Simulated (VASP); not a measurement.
# BP (F-43m) in VASP: notebook

BP is run at these levels: LDA; tasks: single point.

All numbers are computed with VASP 6.6.1; they aren't measurements. Logs are shortened: lines on timing, memory, paths and dates and some standing lists are left out, and cuts for length are marked.

### 1 The cell of the first run

Symmetry: F-43m, No. 216, cubic system. Conventional cell: a = 4.468 Å, b = 4.468 Å, c = 4.468 Å, α = 90.00°, β = 90.00°, γ = 90.00°. B (site symmetry -43m) has 4 P at 1.93 Å within 2.6 Å. P (site symmetry -43m) has 4 B at 1.93 Å within 2.6 Å.

### 2 Single point, LDA

File INCAR:

```
  PREC = Accurate
  ENCUT = 520
  EDIFF = 1E-6
  ISMEAR = 0
  SIGMA = 0.01
  LREAL = F
  LASPH = T
  NELM = 60
  ALGO = Normal
  ISIF = 2
  LWAVE = F
  LCHARG = T
  GGA = CA
  LELF = T
  LVHAR = T
  NBANDS = 11
```

File KPOINTS:

```
regular mesh
0
Gamma
  8 8 8
```

File POSCAR:

```
BP
1.0
    0.0000000000      2.2341562167      2.2341562167
    2.2341562167      0.0000000000      2.2341562167
    2.2341562167      2.2341562167      0.0000000000
B P
1 1
Direct
    0.0000000000      0.0000000000      0.0000000000
    0.7500000000      0.7500000000      0.7500000000
```

Potentials or basis: VASP PAW LDA potentials, release 64 (B, P).

Started as:

```
cat potpaw_LDA.64/B/POTCAR potpaw_LDA.64/P/POTCAR > POTCAR
mpirun -np 1 vasp_std > vasp.out
```

OUTCAR:

```text
PREC = Accurate
   ENCUT = 520
   EDIFF = 1E-6
   ISMEAR = 0
   LREAL = F
   LASPH = T
   NELM = 60
   ISIF = 2
   GGA = CA

 ion  position               nearest neighbor table
   1  0.000  0.000  0.000-   2 1.93   2 1.93   2 1.93   2 1.93
   2  0.750  0.750  0.750-   1 1.93   1 1.93   1 1.93   1 1.93

  LATTYP: Found a face centered cubic cell.
 ALAT       =     4.4683124334

  Lattice vectors:

 A1 = (   0.0000000000,   2.2341562167,   2.2341562167)
 A2 = (   2.2341562167,   0.0000000000,   2.2341562167)
 A3 = (   2.2341562167,   2.2341562167,   0.0000000000)

Analysis of symmetry for initial positions (statically):
=====================================================================
 Subroutine PRICEL returns:
 Original cell was already a primitive cell.

 Routine SETGRP: Setting up the symmetry group for a
 face centered cubic supercell.

 Subroutine GETGRP returns: Found 24 space group operations
 (whereof 24 operations were pure point group operations)
 out of a pool of 48 trial point group operations.

The static configuration has the point symmetry T_d .

Analysis of symmetry for dynamics (positions and initial velocities):
=====================================================================
 Subroutine PRICEL returns:
 Original cell was already a primitive cell.

 Routine SETGRP: Setting up the symmetry group for a
 face centered cubic supercell.

 Subroutine GETGRP returns: Found 24 space group operations
 (whereof 24 operations were pure point group operations)
 out of a pool of 48 trial point group operations.

The dynamic configuration has the point symmetry T_d .

 Subroutine INISYM returns: Found 24 space group operations
 (whereof 24 operations are pure point group operations),
 and found     1 'primitive' translations

----------------------------------------------------------------------------------------

                                     Primitive cell

  volume of cell :      22.3034

  direct lattice vectors                    reciprocal lattice vectors
     0.000000000  2.234156217  2.234156217    -0.223798137  0.223798137  0.223798137
     2.234156217  0.000000000  2.234156217     0.223798137 -0.223798137  0.223798137
     2.234156217  2.234156217  0.000000000     0.223798137  0.223798137 -0.223798137

  length of vectors
     3.159574022  3.159574022  3.159574022     0.387629745  0.387629745  0.387629745

  position of ions in fractional coordinates (direct lattice)
     0.000000000  0.000000000  0.000000000
     0.750000000  0.750000000  0.750000000

  ion indices of the primitive-cell ions
   primitive index   ion index
                 1           1
                 2           2

[... 84 lines left out ...]
   EMIN   =  10.00;   EMAX   =-10.00  energy-range for DOS
   EFERMI =   0.00;   METHOD = LEGACY
   ISMEAR =     0;   SIGMA  =   0.01  broadening in eV -4-tet -1-fermi 0-gaus
   EFERMI_NEDOS =   21; number of points for ismear=-14 and -15
   IALGO  =     38    algorithm
   IMIX   =      4    mixing-type and parameters
     AMIX     =   0.40;   BMIX     =  1.00
     AMIX_MAG =   1.60;   BMIX_MAG =  1.00
  volume/ion in A,a.u.               =      11.15        75.26
  Fermi-wavevector in a.u.,A,eV,Ry     =   1.163183  2.198097 18.408603  1.352994
  Thomas-Fermi vector in A             =   2.299735
   LORBIT       =      0    0 simple, 1 ext, 2 COOP (PROOUT), +10 PAW based schemes
   GGA     = CA    functional components
   LHFCALC =     F    Hartree Fock is set to
   AEXX    =    0.0000 exact exchange contribution
   IVDW    =     0    specifies the selected vdW correction
   LEPSILON=     F    determine dielectric tensor
   LRPA    =     F    only Hartree local field effects (RPA)
 non-spin polarized calculation
 Gauss-broadening in eV      SIGMA  =   0.01
  energy-cutoff  :      520.00
  volume of cell :       22.30
 maximum number of plane-waves:       620
   NGX = 11   NGY = 11   NGZ = 11

 number of electron       8.0000001 magnetization

 Free energy of the ion-electron system (eV)
  ---------------------------------------------------
  ext. energy  EPLUGINS =         0.00000000
  ---------------------------------------------------
  free energy    TOTEN  =       -14.39467206 eV

  energy without entropy =      -14.39467206  energy(sigma->0) =      -14.39467206

 E-fermi :   8.0272     XC(G=0): -11.2804

 val. band max:        7.9693477824   @ k =   0.0000   0.0000   0.0000
 cond. band min:       9.1383377793   @ k =   0.3750   0.3750   0.0000
 fundamental gap:      1.1689899969
 Fermi energy:         8.0271551859

 k-point     1 :       0.0000    0.0000    0.0000
  band No.  band energies     occupation
      1      -7.8359      2.00000
      2       7.9693      2.00000
      3       7.9693      2.00000
      4       7.9693      2.00000
      5      11.4233      0.00000
      6      11.4233      0.00000
      7      11.4233      0.00000
      8      16.0560      0.00000
      9      19.5596      0.00000
     10      20.2889      0.00000
     11      20.2889      0.00000
[... 309 lines left out ...]
 k-point    24 :      -0.3750    0.2500    0.1250
  band No.  band energies     occupation
      1      -3.6414      2.00000
      2      -0.7329      2.00000
      3       3.3246      2.00000
      4       4.7184      2.00000
      5      12.0915      0.00000
      6      13.3079      0.00000
      7      16.5277      0.00000
      8      17.9466      0.00000
      9      18.5549      0.00000
     10      22.6304      0.00000
     11      25.0197      0.00000

 [... further k-points ...]

------------------------ aborting loop because EDIFF is reached ----------------------------------------

  FORCE on cell =-STRESS in cart. coord.  units (eV):
  Direction    XX          YY          ZZ          XY          YZ          ZX
  --------------------------------------------------------------------------------------
  -------------------------------------------------------------------------------------
  Total        0.3585019      0.3585019      0.3585019     -0.0000000      0.0000000     -0.0000000
  in kB       25.7532114     25.7532114     25.7532114     -0.0000000      0.0000000     -0.0000000
  external PRESSURE =      25.7532114 kB  Pullay stress =       0.0000000 kB

 VOLUME and BASIS-vectors are now :
 -----------------------------------------------------------------------------
  energy-cutoff  :      520.00
  volume of cell :       22.30
      direct lattice vectors                 reciprocal lattice vectors
     0.000000000  2.234156217  2.234156217    -0.223798137  0.223798137  0.223798137
     2.234156217  0.000000000  2.234156217     0.223798137 -0.223798137  0.223798137
     2.234156217  2.234156217  0.000000000     0.223798137  0.223798137 -0.223798137

 POSITION                                       TOTAL-FORCE (eV/Angst)
 -----------------------------------------------------------------------------------
      0.00000      0.00000      0.00000        -0.000000     -0.000000     -0.000000
      3.35123      3.35123      3.35123         0.000000      0.000000      0.000000
 -----------------------------------------------------------------------------------
    total drift:                               -0.000000     -0.000000     -0.000000

  FREE ENERGIE OF THE ION-ELECTRON SYSTEM (eV)
  ---------------------------------------------------
  free  energy   TOTEN  =       -14.3946720561 eV

  energy  without entropy=      -14.3946720561  energy(sigma->0) =      -14.39467206
```

stdout:

```text
POSCAR found type information on POSCAR B P
 POSCAR found :  2 types and       2 ions
 scaLAPACK will be used
 LDA part: xc-table for (Slater(with rela. corr.)+CA(PZ))
 , standard interpolation
 POSCAR, INCAR and KPOINTS ok, starting setup
 FFT: planning ... GRIDC
 FFT: planning ... GRID_SOFT
 FFT: planning ... GRID
 WAVECAR not read
 entering main loop
```

Wall time 3.2 s (1 thread of Intel Xeon 6975P-C, shared host); peak memory 0.12 GiB.

Results:

```
Free energy            : -14.3947 eV
Pressure               : 2.6 GPa
Band gap on the k mesh : 1.17 eV, indirect (least direct gap 3.45 eV)
```

A k mesh can miss the band edges.

### 3 Single point, LDA

This run uses another cell than the first one, of 11.32 Å³/atom, 1.015 times its volume.

File INCAR:

```
SYSTEM = BP
PREC = Accurate
ENCUT = 520
EDIFF = 1E-7
ISMEAR = 0
SIGMA = 0.01
LREAL = .FALSE.
LASPH = .TRUE.
NELM = 100
ALGO = Normal
ISIF = 2
LWAVE = .FALSE.
LCHARG = .FALSE.
NBANDS = 11
```

File KPOINTS:

```
Automatic mesh
0
G
  8 8 8
  0 0 0
```

File POSCAR:

```
BP
1.0
    0.0000000000      2.2453831324      2.2453831324
    2.2453831324      0.0000000000      2.2453831324
    2.2453831324      2.2453831324      0.0000000000
B P
1 1
Direct
    0.0000000000      0.0000000000      0.0000000000
    0.7500000000      0.7500000000      0.7500000000
```

Potentials or basis: VASP PAW LDA potentials, release 64 (B, P).

Started as:

```
cat potpaw_LDA.64/B/POTCAR potpaw_LDA.64/P/POTCAR > POTCAR
mpirun -np 1 vasp_std > vasp.out
```

OUTCAR:

```text
SYSTEM = BP
   PREC = Accurate
   ENCUT = 520
   EDIFF = 1E-7
   ISMEAR = 0
   LREAL = .FALSE.
   LASPH = .TRUE.
   NELM = 100
   ISIF = 2

 ion  position               nearest neighbor table
   1  0.000  0.000  0.000-   2 1.94   2 1.94   2 1.94   2 1.94
   2  0.750  0.750  0.750-   1 1.94   1 1.94   1 1.94   1 1.94

  LATTYP: Found a face centered cubic cell.
 ALAT       =     4.4907662648

  Lattice vectors:

 A1 = (   0.0000000000,   2.2453831324,   2.2453831324)
 A2 = (   2.2453831324,   0.0000000000,   2.2453831324)
 A3 = (   2.2453831324,   2.2453831324,   0.0000000000)

Analysis of symmetry for initial positions (statically):
=====================================================================
 Subroutine PRICEL returns:
 Original cell was already a primitive cell.

 Routine SETGRP: Setting up the symmetry group for a
 face centered cubic supercell.

 Subroutine GETGRP returns: Found 24 space group operations
 (whereof 24 operations were pure point group operations)
 out of a pool of 48 trial point group operations.

The static configuration has the point symmetry T_d .

Analysis of symmetry for dynamics (positions and initial velocities):
[... 173 lines left out ...]
      6      11.2137      0.00000
      7      11.2137      0.00000
      8      15.6372      0.00000
      9      19.2650      0.00000
     10      20.0593      0.00000
     11      20.0593      0.00000
[... 309 lines left out ...]
 k-point    24 :      -0.3750    0.2500    0.1250
  band No.  band energies     occupation
      1      -3.7586      2.00000
      2      -0.8209      2.00000
      3       3.1855      2.00000
      4       4.5786      2.00000
      5      11.9059      0.00000
      6      13.0696      0.00000
      7      16.2447      0.00000
      8      17.6655      0.00000
      9      18.2947      0.00000
     10      22.3413      0.00000
     11      24.7093      0.00000

 [... further k-points ...]

------------------------ aborting loop because EDIFF is reached ----------------------------------------

  FORCE on cell =-STRESS in cart. coord.  units (eV):
  Direction    XX          YY          ZZ          XY          YZ          ZX
  --------------------------------------------------------------------------------------
  -------------------------------------------------------------------------------------
  Total       -0.0186182     -0.0186182     -0.0186182     -0.0000000      0.0000000      0.0000000
  in kB       -1.3174919     -1.3174919     -1.3174919     -0.0000000      0.0000000      0.0000000
  external PRESSURE =      -1.3174919 kB  Pullay stress =       0.0000000 kB

 VOLUME and BASIS-vectors are now :
 -----------------------------------------------------------------------------
  energy-cutoff  :      520.00
  volume of cell :       22.64
      direct lattice vectors                 reciprocal lattice vectors
     0.000000000  2.245383132  2.245383132    -0.222679147  0.222679147  0.222679147
     2.245383132  0.000000000  2.245383132     0.222679147 -0.222679147  0.222679147
     2.245383132  2.245383132  0.000000000     0.222679147  0.222679147 -0.222679147

 POSITION                                       TOTAL-FORCE (eV/Angst)
 -----------------------------------------------------------------------------------
      0.00000      0.00000      0.00000        -0.000000     -0.000000     -0.000000
      3.36807      3.36807      3.36807         0.000000      0.000000      0.000000
 -----------------------------------------------------------------------------------
    total drift:                               -0.000000     -0.000000     -0.000000

  FREE ENERGIE OF THE ION-ELECTRON SYSTEM (eV)
  ---------------------------------------------------
  free  energy   TOTEN  =       -14.3974190844 eV

  energy  without entropy=      -14.3974190844  energy(sigma->0) =      -14.39741908
```

OSZICAR:

```text
N       E                     dE             d eps       ncg     rms          rms(c)
DAV:   1     0.757673361417E+01    0.75767E+01   -0.37959E+03   638   0.642E+02
DAV:   2    -0.146736564282E+02   -0.22250E+02   -0.21182E+02   856   0.114E+02
DAV:   3    -0.152957836184E+02   -0.62213E+00   -0.62060E+00   831   0.156E+01
DAV:   4    -0.152980331096E+02   -0.22495E-02   -0.22493E-02   707   0.107E+00
DAV:   5    -0.152980458714E+02   -0.12762E-04   -0.12762E-04   767   0.778E-02    0.768E+00
DAV:   6    -0.145334747873E+02    0.76457E+00   -0.17080E+00   713   0.569E+00    0.404E+00
DAV:   7    -0.144103831727E+02    0.12309E+00   -0.28426E-01   791   0.267E+00    0.132E+00
DAV:   8    -0.143973799961E+02    0.13003E-01   -0.32556E-02   739   0.976E-01    0.231E-01
DAV:   9    -0.143974223219E+02   -0.42326E-04   -0.81038E-04   719   0.200E-01    0.166E-01
DAV:  10    -0.143974172940E+02    0.50278E-05   -0.12532E-04   677   0.640E-02    0.349E-02
DAV:  11    -0.143974195916E+02   -0.22976E-05   -0.97428E-06   777   0.151E-02    0.435E-02
DAV:  12    -0.143974190763E+02    0.51535E-06   -0.29052E-06   739   0.718E-03    0.159E-02
DAV:  13    -0.143974190844E+02   -0.81437E-08   -0.86776E-08   379   0.192E-03
   1 F= -.14397419E+02 E0= -.14397419E+02  d E =-.306526E-16
```

It took 2.8 s on 1 thread of Intel Xeon 6975P-C, shared host; peak memory 0.12 GiB.

Results:

```
Free energy            : -14.3974 eV
Pressure               : -0.1 GPa
Band gap on the k mesh : 1.18 eV, indirect (least direct gap 3.43 eV)
```

Levels at points of the mesh, in eV from the valence-band top:
| k point | band 2 | band 3 | band 4 | band 5 | band 6 | band 7 |
| --- | --- | --- | --- | --- | --- | --- |
| (0.00, 0.00, 0.00) | 0.00 | 0.00 | 0.00 | 3.43 | 3.43 | 3.43 |
| (0.50, 0.00, 0.00) | -9.23 | -1.79 | -1.79 | 3.97 | 4.70 | 4.70 |
| (0.50, 0.50, 0.00) | -8.65 | -4.22 | -4.22 | 1.24 | 1.53 | 12.29 |

A k mesh can miss the band edges. As with any semilocal functional, this LDA gap is likely too small.

### 4 Single point, LDA

This run uses another cell than the first one, of 11.32 Å³/atom, 1.015 times its volume.

File INCAR:

```
PREC     = Accurate       # precision mode
ENCUT    = 520            # plane-wave cutoff, eV
EDIFF    = 1E-7           # SCF threshold, eV
ISMEAR   = 0              # smearing method
SIGMA    = 0.01           # smearing width, eV
LREAL    = False          # projectors in reciprocal space
LASPH    = True           # aspherical terms in the spheres
NELM     = 80             # most SCF steps
ALGO     = Normal         # electronic algorithm
ISIF     = 2              # what is computed and relaxed
LWAVE    = False          # write WAVECAR
LCHARG   = False          # write CHGCAR
GGA      = CA             # functional
NBANDS   = 11             # bands
```

File KPOINTS:

```
Automatic mesh
0
Gamma
  8 8 8
```

POSCAR is that of step 3.

Started as:

```
cat potpaw_LDA.64/B/POTCAR potpaw_LDA.64/P/POTCAR > POTCAR
mpirun -np 1 vasp_std > vasp.out
```

It took 3.2 s on 1 thread of Intel Xeon 6975P-C, shared host; peak memory 0.12 GiB.

It converged, with:

```
Free energy            : -14.3974 eV
Pressure               : -0.1 GPa
Band gap on the k mesh : 1.18 eV, indirect (least direct gap 3.43 eV)
```

Levels at points of the mesh, in eV from the valence-band top:
| k point | band 2 | band 3 | band 4 | band 5 | band 6 | band 7 |
| --- | --- | --- | --- | --- | --- | --- |
| (0.00, 0.00, 0.00) | 0.00 | 0.00 | 0.00 | 3.43 | 3.43 | 3.43 |
| (0.50, 0.00, 0.00) | -9.23 | -1.79 | -1.79 | 3.97 | 4.70 | 4.70 |
| (0.50, 0.50, 0.00) | -8.65 | -4.22 | -4.22 | 1.24 | 1.53 | 12.29 |
